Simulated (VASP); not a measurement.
Mo:

```
CELL_PARAMETERS angstrom
-2.46358 2.46358 1.34393
2.46358 -2.46358 1.34393
2.46358 2.46358 -1.34393
ATOMIC_POSITIONS crystal
Mo 0.00000 0.00000 0.00000
Mo 0.75000 0.25000 0.50000
```

| Property | Result |
| --- | --- |
| Program | VASP 6.6.1 |
| Task | relaxation of cell and atoms |
| Functional | r2SCAN |
| Potentials or basis | VASP PAW PBE potentials, release 64 (Mo_sv) |
| Cutoff | 600 eV |
| k mesh | 8 × 8 × 8 |
| Occupations | gaussian, width 0.1 eV |
| Spin | no spin polarisation |

At the start: pressure 6.2 GPa; volume 16.31 Å³/atom.

**Question.** Where does the relaxation end?

**Answer.** Over 6 steps the energy falls by 13.1 meV/atom and the volume is 16.78 Å³/atom (+2.9 %); space group I4_1/amd (No. 141, to 0.05 Å).

The path:
```tsv
step	energy change (eV)	largest force (eV/Å)	pressure (GPa)	volume (Å³)
1	0.0000	0.0000	6.25	32.63
2	0.0574	0.0000	-11.71	35.72
3	-0.0210	0.0000	-0.64	33.65
4	-0.0210	0.0000	-0.50	33.63
5	-0.0258	0.0000	-0.10	33.58
6	-0.0263	0.0000	0.09	33.56
```

Final structure:
```xyz
2
Lattice="-2.5104 2.5104 1.3313 2.5104 -2.5104 1.3313 2.5104 2.5104 -1.3313" Properties=species:S:1:pos:R:3 pbc="T T T"
Mo    0.0000    0.0000    0.0000
Mo    0.0000    2.5104    0.6657
```

Caveat: the PAW data sets were made with another functional, which shifts forces and pressure a little.
